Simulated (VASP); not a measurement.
# SiC in VASP: further runs

Runs on SiC. Level: PBEsol. Tasks: single point.

All numbers are computed with VASP 6.6.1; they aren't measurements. Logs are shortened: lines on timing, memory, paths and dates and some standing lists are left out, and cuts for length are marked.

## (1) The cell of the first run

It takes space group I-4m2 (No. 119, tetragonal). Conventional cell: a = 3.081 Å, b = 3.081 Å, c = 4.379 Å, α = 90.00°, β = 90.00°, γ = 90.00°. Within 2.5 Å of Si (site symmetry -4m2) lie 4 C at 1.89 Å. C (site symmetry -4m2) has 4 Si at 1.89 Å within 2.5 Å.

## (2) Single point, PBEsol (z stretched by +0.5 %, x and y held)

Contents of INCAR:

```
ALGO = Normal
EDIFF = 1E-7
ENCUT = 520
GGA = PS
ISIF = 2
ISMEAR = 0
LASPH = T
LCHARG = F
LREAL = F
LWAVE = F
NBANDS = 11
NELM = 60
PREC = Accurate
SIGMA = 0.01
```

Contents of KPOINTS:

```
k-points
0
Gamma
  10 10 10
```

Contents of POSCAR:

```
SiC
1.0
    0.0000000000      2.1784118705      2.1893039299
    2.1784118705      0.0000000000      2.1893039299
    2.1784118705      2.1784118705      0.0000000000
Si C
1 1
Direct
    0.0000000000      0.0000000000      0.0000000000
    0.7500000000      0.7500000000      0.7500000000
```

Potentials or basis: VASP PAW PBE potentials, release 64 (Si, C).

On the command line:

```bash
$ cat potpaw_PBE.64/Si/POTCAR potpaw_PBE.64/C/POTCAR > POTCAR
$ mpirun -np 1 vasp_std > vasp.out
```

OUTCAR:

```text
EDIFF = 1E-7
   ENCUT = 520
   GGA = PS
   ISIF = 2
   ISMEAR = 0
   LASPH = T
   LREAL = F
   NELM = 60
   PREC = Accurate

 ion  position               nearest neighbor table
   1  0.000  0.000  0.000-   2 1.89   2 1.89   2 1.89   2 1.89
   2  0.750  0.750  0.750-   1 1.89   1 1.89   1 1.89   1 1.89

  LATTYP: Found a body centered tetragonal cell.
 ALAT       =     3.0807396117
 C/A-ratio  =     1.4212846302

  Lattice vectors:

 A1 = (  -2.1784118705,   0.0000000000,   2.1893039299)
 A2 = (   2.1784118705,   0.0000000000,   2.1893039299)
 A3 = (   0.0000000000,   2.1784118705,  -2.1893039299)

Analysis of symmetry for initial positions (statically):
=====================================================================
 Subroutine PRICEL returns:
 Original cell was already a primitive cell.

 Routine SETGRP: Setting up the symmetry group for a
 body centered tetragonal supercell.

 Subroutine GETGRP returns: Found  8 space group operations
 (whereof  8 operations were pure point group operations)
 out of a pool of 16 trial point group operations.

The static configuration has the point symmetry D_2d.

Analysis of symmetry for dynamics (positions and initial velocities):
=====================================================================
 Subroutine PRICEL returns:
 Original cell was already a primitive cell.

 Routine SETGRP: Setting up the symmetry group for a
 body centered tetragonal supercell.

 Subroutine GETGRP returns: Found  8 space group operations
 (whereof  8 operations were pure point group operations)
 out of a pool of 16 trial point group operations.

The dynamic configuration has the point symmetry D_2d.

 Subroutine INISYM returns: Found  8 space group operations
 (whereof  8 operations are pure point group operations),
 and found     1 'primitive' translations

----------------------------------------------------------------------------------------

                                     Primitive cell

  volume of cell :      20.7786

  direct lattice vectors                    reciprocal lattice vectors
     0.000000000  2.178411871  2.189303930    -0.229525007  0.229525007  0.228383092
     2.178411871  0.000000000  2.189303930     0.229525007 -0.229525007  0.228383092
     2.178411871  2.178411871  0.000000000     0.229525007  0.229525007 -0.228383092

  length of vectors
     3.088451064  3.088451064  3.080739612     0.396890784  0.396890784  0.396890784

  position of ions in fractional coordinates (direct lattice)
     0.000000000  0.000000000  0.000000000
     0.750000000  0.750000000  0.750000000

  ion indices of the primitive-cell ions
   primitive index   ion index
                 1           1
                 2           2

----------------------------------------------------------------------------------------

 KPOINTS: k-points

Automatic generation of k-mesh.
 Grid dimensions read from file:
 generate k-points for:   10   10   10

 Generating k-lattice:

  Cartesian coordinates                     Fractional coordinates (reciprocal lattice)
    -0.022952501  0.022952501  0.022838309     0.100000000  0.000000000  0.000000000
     0.022952501 -0.022952501  0.022838309     0.000000000  0.100000000  0.000000000
     0.022952501  0.022952501 -0.022838309     0.000000000  0.000000000  0.100000000

  Length of vectors
     0.039689078  0.039689078  0.039689078

  Shift w.r.t. Gamma in fractional coordinates (k-lattice)
     0.000000000  0.000000000  0.000000000

 Subroutine IBZKPT returns following result:
 ===========================================

 Found    102 irreducible k-points:

 Following reciprocal coordinates:
            Coordinates               Weight
  0.000000  0.000000  0.000000      1.000000
  0.100000 -0.000000  0.000000      8.000000
  0.200000 -0.000000  0.000000      8.000000
  0.300000 -0.000000  0.000000      8.000000
  0.400000 -0.000000  0.000000      8.000000
  0.500000  0.000000  0.000000      4.000000
[... 16 lines left out ...]
  0.300000  0.300000  0.000000      2.000000
  0.400000  0.300000  0.000000      8.000000
 [... further k-points ...]
   k-points           NKPTS =    102   k-points in BZ     NKDIM =    102   number of bands    NBANDS=     11
   number of dos      NEDOS =    301   number of ions     NIONS =      2
   total plane-waves  NPLWV =  13824
   dimension x,y,z NGX =    24 NGY =   24 NGZ =   24
   dimension x,y,z NGXF=    48 NGYF=   48 NGZF=   48
   ions per type =               1   1
   NGX,Y,Z   is equivalent  to a cutoff of  12.92, 12.92, 12.95 a.u.
   NGXF,Y,Z  is equivalent  to a cutoff of  25.84, 25.84, 25.90 a.u.
 SYSTEM =  unknown system
   PREC   = accura    normal or accurate (medium, high low for compatibility)
   ISTART =      0    job   : 0-new  1-cont  2-samecut
   ICHARG =      2    charge: 1-file 2-atom 10-const
   ISPIN  =      1    spin polarized calculation?
   LNONCOLLINEAR =      F non collinear calculations
   LSORBIT =      F    spin-orbit coupling
   LASPH  =      T    aspherical Exc in radial PAW
   ENCUT  =  520.0 eV  38.22 Ry    6.18 a.u.   5.74  5.74  5.73*2*pi/ulx,y,z
   NELM   =     60;   NELMIN=  2; NELMDL= -5     # of ELM steps
   EDIFF  = 0.1E-06   stopping-criterion for ELM
   LREAL  =      F    real-space projection
   EDIFFG = 0.1E-05   stopping-criterion for IOM
   NSW    =      0    number of steps for IOM
   IBRION =     -1    ionic relax: 0-MD 1-quasi-New 2-CG
   NFREE  =      0    steps in history (QN), initial steepest desc. (CG)
   ISIF   =      2    stress and relaxation
   ISYM   =      2    0-nonsym 1-usesym 2-fastsym
   POTIM  = 0.5000    time-step for ionic-motion
   TEBEG  =    0.0;   TEEND  =   0.0 temperature during run
   PSTRESS=    0.0 pullay stress
   NELECT =       8.0000    total number of electrons
   NUPDOWN=      -1.0000    fix difference up-down
   EMIN   =  10.00;   EMAX   =-10.00  energy-range for DOS
   EFERMI =   0.00;   METHOD = LEGACY
   ISMEAR =     0;   SIGMA  =   0.01  broadening in eV -4-tet -1-fermi 0-gaus
   EFERMI_NEDOS =   21; number of points for ismear=-14 and -15
   IALGO  =     38    algorithm
   IMIX   =      4    mixing-type and parameters
     AMIX     =   0.40;   BMIX     =  1.00
     AMIX_MAG =   1.60;   BMIX_MAG =  1.00
  volume/ion in A,a.u.               =      10.39        70.11
  Fermi-wavevector in a.u.,A,eV,Ry     =   1.190966  2.250600 19.298514  1.418401
  Thomas-Fermi vector in A             =   2.327039
   LORBIT       =      0    0 simple, 1 ext, 2 COOP (PROOUT), +10 PAW based schemes
   GGA     = PS    functional components
   LHFCALC =     F    Hartree Fock is set to
   AEXX    =    0.0000 exact exchange contribution
   IVDW    =     0    specifies the selected vdW correction
   LEPSILON=     F    determine dielectric tensor
   LRPA    =     F    only Hartree local field effects (RPA)
 non-spin polarized calculation
 Gauss-broadening in eV      SIGMA  =   0.01
  energy-cutoff  :      520.00
  volume of cell :       20.78
 maximum number of plane-waves:       569
   NGX = 11   NGY = 11   NGZ = 11

 number of electron       8.0000001 magnetization

 Free energy of the ion-electron system (eV)
  ---------------------------------------------------
  ext. energy  EPLUGINS =         0.00000000
  ---------------------------------------------------
  free energy    TOTEN  =       -15.91458026 eV

  energy without entropy =      -15.91458026  energy(sigma->0) =      -15.91458026

 E-fermi :   8.1155     XC(G=0): -11.4869

 val. band max:        8.0211885058   @ k =   0.0000   0.0000   0.0000
 cond. band min:       9.2324110558   @ k =   0.5000   0.0000   0.5000
 fundamental gap:      1.2112225500
 Fermi energy:         8.1155154019

 k-point     1 :       0.0000    0.0000    0.0000
  band No.  band energies     occupation
      1      -7.3815      2.00000
      2       7.9872      2.00000
      3       8.0212      2.00000
      4       8.0212      2.00000
      5      14.1484      0.00000
      6      15.2194      0.00000
      7      15.2194      0.00000
      8      15.2322      0.00000
      9      22.3644      0.00000
     10      22.5177      0.00000
     11      24.2079      0.00000

 k-point     2 :       0.1000   -0.0000    0.0000
  band No.  band energies     occupation
      1      -7.1860      2.00000
      2       6.9950      2.00000
      3       7.8617      2.00000
      4       7.8888      2.00000
      5      14.4061      0.00000
      6      15.4618      0.00000
      7      15.4653      0.00000
      8      15.5059      0.00000
      9      21.4073      0.00000
     10      21.5297      0.00000
     11      24.0419      0.00000

 k-point     3 :       0.2000   -0.0000    0.0000
  band No.  band energies     occupation
      1      -6.6079      2.00000
      2       4.8687      2.00000
      3       7.5477      2.00000
      4       7.5856      2.00000
      5      14.1123      0.00000
      6      15.8137      0.00000
      7      15.8364      0.00000
      8      16.6899      0.00000
      9      20.7646      0.00000
     10      20.8267      0.00000
     11      23.1646      0.00000

 k-point     4 :       0.3000   -0.0000    0.0000
  band No.  band energies     occupation
      1      -5.6817      2.00000
      2       2.5507      2.00000
      3       7.2252      2.00000
      4       7.2744      2.00000
      5      13.7032      0.00000
      6      15.6538      0.00000
      7      15.7121      0.00000
      8      17.6393      0.00000
      9      21.6113      0.00000
     10      21.6169      0.00000
     11      22.9053      0.00000

 k-point     5 :       0.4000   -0.0000    0.0000
  band No.  band energies     occupation
      1      -4.5317      2.00000
      2       0.4882      2.00000
      3       7.0021      2.00000
      4       7.0597      2.00000
      5      13.4340      0.00000
      6      15.2673      0.00000
      7      15.3380      0.00000
      8      17.9051      0.00000
      9      23.4711      0.00000
     10      23.5109      0.00000
     11      23.5882      0.00000
[... 211 lines left out ...]
 k-point    21 :      -0.3000    0.2000    0.0000
  band No.  band energies     occupation
      1      -4.2992      2.00000
      2       1.5634      2.00000
      3       4.1436      2.00000
      4       6.8671      2.00000
      5      13.5303      0.00000
      6      16.1376      0.00000
      7      16.6834      0.00000
      8      18.1575      0.00000
      9      20.6320      0.00000
     10      23.3386      0.00000
     11      26.8300      0.00000

 k-point    22 :      -0.2000    0.2000    0.0000
  band No.  band energies     occupation
      1      -5.3653      2.00000
      2       3.1876      2.00000
      3       4.7380      2.00000
      4       7.3894      2.00000
      5      14.5058      0.00000
      6      15.8980      0.00000
      7      16.3043      0.00000
      8      17.0250      0.00000
      9      19.4356      0.00000
     10      23.2970      0.00000
     11      26.9112      0.00000

 k-point    23 :       0.3000    0.3000    0.0000
  band No.  band energies     occupation
      1      -5.1192      2.00000
      2       3.6200      2.00000
      3       5.6626      2.00000
      4       5.6626      2.00000
      5      11.0681      0.00000
      6      13.5283      0.00000
      7      19.4474      0.00000
      8      19.4474      0.00000
      9      20.2335      0.00000
     10      25.0708      0.00000
     11      29.5196      0.00000

 k-point    24 :       0.4000    0.3000    0.0000
  band No.  band energies     occupation
      1      -4.2502      2.00000
      2       2.4020      2.00000
      3       4.8483      2.00000
      4       5.4025      2.00000
      5      10.7832      0.00000
      6      13.5548      0.00000
      7      19.5072      0.00000
      8      19.8509      0.00000
      9      21.6056      0.00000
     10      26.0137      0.00000
     11      29.0962      0.00000

 [... further k-points ...]

------------------------ aborting loop because EDIFF is reached ----------------------------------------

  FORCE on cell =-STRESS in cart. coord.  units (eV):
  Direction    XX          YY          ZZ          XY          YZ          ZX
  --------------------------------------------------------------------------------------
  -------------------------------------------------------------------------------------
  Total       -0.0421289     -0.0421289     -0.2069744      0.0000000      0.0000000      0.0000000
  in kB       -3.2484382     -3.2484382    -15.9592040      0.0000000      0.0000000      0.0000000
  external PRESSURE =      -7.4853601 kB  Pullay stress =       0.0000000 kB

 VOLUME and BASIS-vectors are now :
 -----------------------------------------------------------------------------
  energy-cutoff  :      520.00
  volume of cell :       20.78
      direct lattice vectors                 reciprocal lattice vectors
     0.000000000  2.178411871  2.189303930    -0.229525007  0.229525007  0.228383092
     2.178411871  0.000000000  2.189303930     0.229525007 -0.229525007  0.228383092
     2.178411871  2.178411871  0.000000000     0.229525007  0.229525007 -0.228383092

 POSITION                                       TOTAL-FORCE (eV/Angst)
 -----------------------------------------------------------------------------------
      0.00000      0.00000      0.00000        -0.000000      0.000000      0.000000
      3.26762      3.26762      3.28396         0.000000      0.000000     -0.000000
 -----------------------------------------------------------------------------------
    total drift:                               -0.000000     -0.000000     -0.000000

  FREE ENERGIE OF THE ION-ELECTRON SYSTEM (eV)
  ---------------------------------------------------
  free  energy   TOTEN  =       -15.9145802625 eV

  energy  without entropy=      -15.9145802625  energy(sigma->0) =      -15.91458026
```

Run time: 8.9 s. Hardware: 1 thread of Intel Xeon Platinum 8488C (Sapphire Rapids), shared host; peak memory 0.14 GiB.

Results:

* Free energy: -15.9146 eV
* Pressure: -0.7 GPa
* Band gap on the k mesh: 1.21 eV, indirect (least direct gap 4.43 eV)

Stress tensor (GPa, compression positive):
```
-0.32  0.00  0.00
 0.00 -0.32  0.00
 0.00  0.00 -1.60
```

Caveat: the cell differs from its parent crystal (z stretched by +0.5 %, x and y held); the PAW data sets were made with another functional, which shifts forces and pressure a little.

## (3) Single point, PBEsol (equal xy, yz and zx engineering shears of -0.5 %)

Contents of INCAR:

```
ALGO = Normal
EDIFF = 1E-7
ENCUT = 520
GGA = PS
ISIF = 2
ISMEAR = 0
LASPH = True
LCHARG = False
LREAL = False
LWAVE = False
NBANDS = 11
NELM = 80
PREC = Accurate
SIGMA = 0.01
```

KPOINTS is that of step 2.

Contents of POSCAR:

```
SiC
1.0
   -0.0108920594      2.1729658409      2.1729658409
    2.1729658409     -0.0108920594      2.1729658409
    2.1729658409      2.1729658409     -0.0108920594
Si C
1 1
Direct
    0.0002579745      0.0002579745      0.0002579745
    0.7497420255      0.7497420255      0.7497420255
```

Potentials or basis: VASP PAW PBE potentials, release 64 (Si, C).

On the command line:

```bash
$ cat potpaw_PBE.64/Si/POTCAR potpaw_PBE.64/C/POTCAR > POTCAR
$ mpirun -np 1 vasp_std > vasp.out
```

Run time: 9.7 s. Hardware: 1 thread of Intel Xeon Platinum 8488C (Sapphire Rapids), shared host; peak memory 0.15 GiB.

It converged, with:

```
Free energy            : -15.9138 eV
Pressure               : 0.4 GPa
Band gap on the k mesh : 1.18 eV, indirect (least direct gap 4.40 eV)
```

Stress tensor (GPa, compression positive):
```
0.36 1.22 1.22
1.22 0.36 1.22
1.22 1.22 0.36
```

Levels at points of the mesh, in eV from the valence-band top:
| k point | band 1 | band 2 | band 3 | band 4 | band 5 | band 6 | band 7 | band 8 | band 9 |
| --- | --- | --- | --- | --- | --- | --- | --- | --- | --- |
| (0.00, 0.00, 0.00) | -15.48 | -0.07 | -0.07 | 0.00 | 6.13 | 7.14 | 7.14 | 7.32 | 14.41 |
| (0.50, 0.00, 0.00) | -11.89 | -8.66 | -1.11 | -1.07 | 5.37 | 7.08 | 7.16 | 9.88 | 15.96 |
| (0.50, 0.50, 0.00) | -10.41 | -7.89 | -3.31 | -3.22 | 1.18 | 4.15 | 13.90 | 13.92 | 14.66 |
| (0.50, 0.50, 0.50) | -11.82 | -8.63 | -1.16 | -1.16 | 5.22 | 7.02 | 7.02 | 9.83 | 15.99 |

Caveat: the cell differs from its parent crystal (equal xy, yz and zx engineering shears of -0.5 %); the PAW data sets were made with another functional, which shifts forces and pressure a little.

(Part 1 of 2 ends here.)
